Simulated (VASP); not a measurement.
# BeTe (F-43m) in VASP: a series of runs

BeTe is run at these levels: LDA; tasks: single point.

All numbers are computed with VASP 6.6.1; they aren't measurements. Logs are shortened: lines on timing, memory, paths and dates and some standing lists are left out, and cuts for length are marked.

**1. The cell of the first run**

Symmetry: F-43m, No. 216, cubic system. Conventional cell: a = 5.640 Å, b = 5.640 Å, c = 5.640 Å, α = 90.00°, β = 90.00°, γ = 90.00°. Within 3.2 Å of Be (site symmetry -43m) lie 4 Te at 2.44 Å. Te (site symmetry -43m) has 4 Be at 2.44 Å within 3.2 Å.

**2. Single point, LDA**

The input, INCAR:

```
SYSTEM = BeTe
PREC = Accurate
ENCUT = 600
EDIFF = 1E-6
ISMEAR = 0
SIGMA = 0.05
LREAL = .False.
LASPH = .True.
NELM = 120
ALGO = Normal
ISIF = 2
LWAVE = .False.
LCHARG = .False.
GGA = CA
NBANDS = 11
GGA_COMPAT = .False.
```

The input, KPOINTS:

```
Automatic mesh
0
Gamma
  6 6 6
  0 0 0
```

The input, POSCAR:

```
BeTe
1.0
    0.0000000000      2.8202441473      2.8202441473
    2.8202441473      0.0000000000      2.8202441473
    2.8202441473      2.8202441473      0.0000000000
Be Te
1 1
Direct
    0.0000000000      0.0000000000      0.0000000000
    0.2500000000      0.2500000000      0.2500000000
```

Potentials or basis: VASP PAW LDA potentials, release 64 (Be, Te).

The run is started by

```console
cat potpaw_LDA.64/Be/POTCAR potpaw_LDA.64/Te/POTCAR > POTCAR
mpirun -np 1 vasp_std > vasp.out
```

OUTCAR:

```text
SYSTEM = BeTe
   PREC = Accurate
   ENCUT = 600
   EDIFF = 1E-6
   ISMEAR = 0
   LREAL = .False.
   LASPH = .True.
   NELM = 120
   ISIF = 2
   GGA = CA

 ion  position               nearest neighbor table
   1  0.000  0.000  0.000-   2 2.44   2 2.44   2 2.44   2 2.44
   2  0.250  0.250  0.250-   1 2.44   1 2.44   1 2.44   1 2.44

  LATTYP: Found a face centered cubic cell.
 ALAT       =     5.6404882946

  Lattice vectors:

 A1 = (   0.0000000000,   2.8202441473,   2.8202441473)
 A2 = (   2.8202441473,   0.0000000000,   2.8202441473)
 A3 = (   2.8202441473,   2.8202441473,   0.0000000000)

Analysis of symmetry for initial positions (statically):
=====================================================================
 Subroutine PRICEL returns:
 Original cell was already a primitive cell.

 Routine SETGRP: Setting up the symmetry group for a
 face centered cubic supercell.

 Subroutine GETGRP returns: Found 24 space group operations
 (whereof 24 operations were pure point group operations)
 out of a pool of 48 trial point group operations.

The static configuration has the point symmetry T_d .

Analysis of symmetry for dynamics (positions and initial velocities):
=====================================================================
 Subroutine PRICEL returns:
 Original cell was already a primitive cell.

 Routine SETGRP: Setting up the symmetry group for a
 face centered cubic supercell.

 Subroutine GETGRP returns: Found 24 space group operations
 (whereof 24 operations were pure point group operations)
 out of a pool of 48 trial point group operations.

The dynamic configuration has the point symmetry T_d .

 Subroutine INISYM returns: Found 24 space group operations
 (whereof 24 operations are pure point group operations),
 and found     1 'primitive' translations

----------------------------------------------------------------------------------------

                                     Primitive cell

  volume of cell :      44.8632

  direct lattice vectors                    reciprocal lattice vectors
     0.000000000  2.820244147  2.820244147    -0.177289615  0.177289615  0.177289615
     2.820244147  0.000000000  2.820244147     0.177289615 -0.177289615  0.177289615
     2.820244147  2.820244147  0.000000000     0.177289615  0.177289615 -0.177289615

  length of vectors
     3.988427522  3.988427522  3.988427522     0.307074621  0.307074621  0.307074621

  position of ions in fractional coordinates (direct lattice)
     0.000000000  0.000000000  0.000000000
     0.250000000  0.250000000  0.250000000

  ion indices of the primitive-cell ions
   primitive index   ion index
                 1           1
                 2           2

----------------------------------------------------------------------------------------

 KPOINTS: Automatic mesh

Automatic generation of k-mesh.
 Grid dimensions read from file:
 generate k-points for:    6    6    6

 Generating k-lattice:

  Cartesian coordinates                     Fractional coordinates (reciprocal lattice)
    -0.029548269  0.029548269  0.029548269     0.166666667  0.000000000  0.000000000
     0.029548269 -0.029548269  0.029548269     0.000000000  0.166666667  0.000000000
     0.029548269  0.029548269 -0.029548269     0.000000000  0.000000000  0.166666667

  Length of vectors
     0.051179104  0.051179104  0.051179104

  Shift w.r.t. Gamma in fractional coordinates (k-lattice)
     0.000000000  0.000000000  0.000000000

 Subroutine IBZKPT returns following result:
 ===========================================

 Found     16 irreducible k-points:

 Following reciprocal coordinates:
            Coordinates               Weight
  0.000000  0.000000  0.000000      1.000000
  0.166667  0.000000  0.000000      8.000000
  0.333333  0.000000  0.000000      8.000000
  0.500000  0.000000  0.000000      4.000000
  0.166667  0.166667  0.000000      6.000000
  0.333333  0.166667  0.000000     24.000000
[... 8 lines left out ...]
 -0.333333  0.333333  0.166667     24.000000
 -0.333333  0.500000  0.166667     12.000000
   k-points           NKPTS =     16   k-points in BZ     NKDIM =     16   number of bands    NBANDS=     11
   number of dos      NEDOS =    301   number of ions     NIONS =      2
   total plane-waves  NPLWV =  32768
   dimension x,y,z NGX =    32 NGY =   32 NGZ =   32
   dimension x,y,z NGXF=    64 NGYF=   64 NGZF=   64
   ions per type =               1   1
   NGX,Y,Z   is equivalent  to a cutoff of  13.34, 13.34, 13.34 a.u.
   NGXF,Y,Z  is equivalent  to a cutoff of  26.68, 26.68, 26.68 a.u.
 SYSTEM =  BeTe
   PREC   = accura    normal or accurate (medium, high low for compatibility)
   ISTART =      0    job   : 0-new  1-cont  2-samecut
   ICHARG =      2    charge: 1-file 2-atom 10-const
   ISPIN  =      1    spin polarized calculation?
   LNONCOLLINEAR =      F non collinear calculations
   LSORBIT =      F    spin-orbit coupling
   LASPH  =      T    aspherical Exc in radial PAW
   ENCUT  =  600.0 eV  44.10 Ry    6.64 a.u.   7.97  7.97  7.97*2*pi/ulx,y,z
   NELM   =    120;   NELMIN=  2; NELMDL= -5     # of ELM steps
   EDIFF  = 0.1E-05   stopping-criterion for ELM
   LREAL  =      F    real-space projection
   EDIFFG = 0.1E-04   stopping-criterion for IOM
   NSW    =      0    number of steps for IOM
   IBRION =     -1    ionic relax: 0-MD 1-quasi-New 2-CG
   NFREE  =      0    steps in history (QN), initial steepest desc. (CG)
   ISIF   =      2    stress and relaxation
   ISYM   =      2    0-nonsym 1-usesym 2-fastsym
   POTIM  = 0.5000    time-step for ionic-motion
   TEBEG  =    0.0;   TEEND  =   0.0 temperature during run
   PSTRESS=    0.0 pullay stress
   NELECT =       8.0000    total number of electrons
   NUPDOWN=      -1.0000    fix difference up-down
   EMIN   =  10.00;   EMAX   =-10.00  energy-range for DOS
   EFERMI =   0.00;   METHOD = LEGACY
   ISMEAR =     0;   SIGMA  =   0.05  broadening in eV -4-tet -1-fermi 0-gaus
   EFERMI_NEDOS =   21; number of points for ismear=-14 and -15
   IALGO  =     38    algorithm
   IMIX   =      4    mixing-type and parameters
     AMIX     =   0.40;   BMIX     =  1.00
     AMIX_MAG =   1.60;   BMIX_MAG =  1.00
  volume/ion in A,a.u.               =      22.43       151.38
  Fermi-wavevector in a.u.,A,eV,Ry     =   0.921456  1.741300 11.552460  0.849082
  Thomas-Fermi vector in A             =   2.046875
   LORBIT       =      0    0 simple, 1 ext, 2 COOP (PROOUT), +10 PAW based schemes
   GGA     = CA    functional components
   LHFCALC =     F    Hartree Fock is set to
   AEXX    =    0.0000 exact exchange contribution
   IVDW    =     0    specifies the selected vdW correction
   LEPSILON=     F    determine dielectric tensor
   LRPA    =     F    only Hartree local field effects (RPA)
 non-spin polarized calculation
 Gauss-broadening in eV      SIGMA  =   0.05
  energy-cutoff  :      600.00
  volume of cell :       44.86
 maximum number of plane-waves:      1524
   NGX = 15   NGY = 15   NGZ = 15

 number of electron       8.0000000 magnetization

 Free energy of the ion-electron system (eV)
  ---------------------------------------------------
  ext. energy  EPLUGINS =         0.00000000
  ---------------------------------------------------
  free energy    TOTEN  =        -8.70631865 eV

  energy without entropy =       -8.70631865  energy(sigma->0) =       -8.70631865

 E-fermi :   5.1190     XC(G=0):  -9.2518

 val. band max:        4.8936438635   @ k =   0.0000   0.0000   0.0000
 cond. band min:       6.7716326246   @ k =   0.5000   0.5000   0.0000
 fundamental gap:      1.8779887610
 Fermi energy:         5.1190238860

 k-point     1 :       0.0000    0.0000    0.0000
  band No.  band energies     occupation
      1      -7.3956      2.00000
      2       4.8936      2.00000
      3       4.8936      2.00000
      4       4.8936      2.00000
      5       8.4801      0.00000
      6       8.4801      0.00000
      7       8.4801      0.00000
      8       8.5833      0.00000
      9      13.0546      0.00000
     10      15.1200      0.00000
     11      15.1200      0.00000

 k-point     2 :       0.1667    0.0000    0.0000
  band No.  band energies     occupation
      1      -7.1404      2.00000
      2       2.9051      2.00000
      3       4.5185      2.00000
      4       4.5185      2.00000
      5       8.3002      0.00000
      6       9.0152      0.00000
      7       9.0152      0.00000
      8      10.5769      0.00000
      9      13.6543      0.00000
     10      13.9312      0.00000
     11      13.9312      0.00000

 k-point     3 :       0.3333    0.0000    0.0000
  band No.  band energies     occupation
      1      -6.5040      2.00000
      2       0.4616      2.00000
      3       3.9820      2.00000
      4       3.9820      2.00000
      5       8.0335      0.00000
      6       9.4715      0.00000
      7       9.4715      0.00000
      8      12.5041      0.00000
      9      14.0826      0.00000
     10      14.4339      0.00000
     11      14.4339      0.00000

 k-point     4 :       0.5000    0.0000    0.0000
  band No.  band energies     occupation
      1      -6.0749      2.00000
      2      -0.6123      2.00000
      3       3.7712      2.00000
      4       3.7712      2.00000
      5       7.9294      0.00000
      6       9.4468      0.00000
      7       9.4468      0.00000
      8      12.5369      0.00000
      9      15.6053      0.00000
     10      16.2828      0.00000
     11      16.2828      0.00000
[... 127 lines left out ...]
 k-point    14 :       0.5000    0.3333    0.1667
  band No.  band energies     occupation
      1      -6.0252      2.00000
      2       0.5375      2.00000
      3       1.8612      2.00000
      4       2.9203      2.00000
      5       8.7778      0.00000
      6       9.7802      0.00000
      7      10.0851      0.00000
      8      12.5133      0.00000
      9      14.8222      0.00000
     10      15.2047      0.00000
     11      17.3997      0.00000

 k-point    15 :      -0.3333    0.3333    0.1667
  band No.  band energies     occupation
      1      -5.7080      2.00000
      2       0.0989      2.00000
      3       1.4267      2.00000
      4       2.4972      2.00000
      5       9.2979      0.00000
      6       9.5476      0.00000
      7      11.6898      0.00000
      8      12.0291      0.00000
      9      13.4793      0.00000
     10      16.6281      0.00000
     11      17.3478      0.00000

 k-point    16 :      -0.3333    0.5000    0.1667
  band No.  band energies     occupation
      1      -5.5715      2.00000
      2       0.1771      2.00000
      3       1.5224      2.00000
      4       1.8158      2.00000
      5       8.5156      0.00000
      6       9.1281      0.00000
      7      12.1228      0.00000
      8      12.4336      0.00000
      9      15.6432      0.00000
     10      16.5189      0.00000
     11      17.5742      0.00000

------------------------ aborting loop because EDIFF is reached ----------------------------------------

  FORCE on cell =-STRESS in cart. coord.  units (eV):
  Direction    XX          YY          ZZ          XY          YZ          ZX
  --------------------------------------------------------------------------------------
  -------------------------------------------------------------------------------------
  Total       -0.6744767     -0.6744767     -0.6744767      0.0000000      0.0000000      0.0000000
  in kB      -24.0872614    -24.0872614    -24.0872614      0.0000000      0.0000000      0.0000000
  external PRESSURE =     -24.0872614 kB  Pullay stress =       0.0000000 kB

 VOLUME and BASIS-vectors are now :
 -----------------------------------------------------------------------------
  energy-cutoff  :      600.00
  volume of cell :       44.86
      direct lattice vectors                 reciprocal lattice vectors
     0.000000000  2.820244147  2.820244147    -0.177289615  0.177289615  0.177289615
     2.820244147  0.000000000  2.820244147     0.177289615 -0.177289615  0.177289615
     2.820244147  2.820244147  0.000000000     0.177289615  0.177289615 -0.177289615

 POSITION                                       TOTAL-FORCE (eV/Angst)
 -----------------------------------------------------------------------------------
      0.00000      0.00000      0.00000        -0.000000      0.000000     -0.000000
      1.41012      1.41012      1.41012         0.000000     -0.000000      0.000000
 -----------------------------------------------------------------------------------
    total drift:                                0.000000      0.000000      0.000000

  FREE ENERGIE OF THE ION-ELECTRON SYSTEM (eV)
  ---------------------------------------------------
  free  energy   TOTEN  =        -8.7063186542 eV

  energy  without entropy=       -8.7063186542  energy(sigma->0) =       -8.70631865
```

Wall time 8.3 s (1 thread of Intel Xeon 8259CL, shared host); peak memory 0.15 GiB.

What came out:

* Free energy: -8.7063 eV
* Pressure: -2.4 GPa
* Band gap on the k mesh: 1.88 eV, indirect (least direct gap 3.59 eV)

Levels at points of the mesh, in eV from the valence-band top:
| k point | band 1 | band 2 | band 3 | band 4 | band 5 | band 6 | band 7 | band 8 |
| --- | --- | --- | --- | --- | --- | --- | --- | --- |
| (0.00, 0.00, 0.00) | -12.29 | 0.00 | 0.00 | 0.00 | 3.59 | 3.59 | 3.59 | 3.69 |
| (0.50, 0.00, 0.00) | -10.97 | -5.51 | -1.12 | -1.12 | 3.04 | 4.55 | 4.55 | 7.64 |
| (0.50, 0.50, 0.00) | -10.49 | -5.06 | -2.63 | -2.63 | 1.88 | 2.65 | 9.57 | 9.57 |

Caveat: spin-orbit coupling is left out, which moves the levels of the heavy elements. A k mesh can miss the band edges.

**3. Single point, LDA**

This run uses another cell than the first one, of 21.45 Å³/atom, 0.956 times its volume.

The input, INCAR:

```
PREC = Accurate
ENCUT = 600
EDIFF = 1E-6
ISMEAR = 0
SIGMA = 0.05
LREAL = False
LASPH = True
NELM = 120
ALGO = Normal
ISIF = 2
LWAVE = False
LCHARG = False
GGA = CA
NBANDS = 11
GGA_COMPAT = False
```

The input, KPOINTS:

```
Automatic mesh
0
Gamma
  6 6 6
```

The input, POSCAR:

```
BeTe
1.0
    0.0000000000      2.7783885439      2.7783885439
    2.7783885439      0.0000000000      2.7783885439
    2.7783885439      2.7783885439      0.0000000000
Be Te
1 1
Direct
    0.0000000000      0.0000000000      0.0000000000
    0.2500000000      0.2500000000      0.2500000000
```

Potentials or basis: VASP PAW LDA potentials, release 64 (Be, Te).

The run is started by

```console
cat potpaw_LDA.64/Be/POTCAR potpaw_LDA.64/Te/POTCAR > POTCAR
mpirun -np 1 vasp_std > vasp.out
```

Run time: 9.7 s. Hardware: 1 thread of Intel Xeon 8259CL, shared host; peak memory 0.16 GiB.

It converged, with:

```yaml
Free_energy: -8.7203 eV
Pressure: 0.2 GPa
Band_gap_on_the_k_mesh: 1.77 eV, indirect (least direct gap 3.55 eV)
```

Levels at points of the mesh, in eV from the valence-band top:
```
           k point  band 2  band 3  band 4  band 5  band 6  band 7
(0.00, 0.00, 0.00)    0.00    0.00    0.00    3.55    3.55    3.55
(0.50, 0.00, 0.00)   -5.80   -1.20   -1.20    3.16    4.53    4.53
(0.50, 0.50, 0.00)   -5.30   -2.80   -2.80    1.77    2.59    9.85
```

Caveat: spin-orbit coupling is left out, which moves the levels of the heavy elements. A k mesh can miss the band edges.
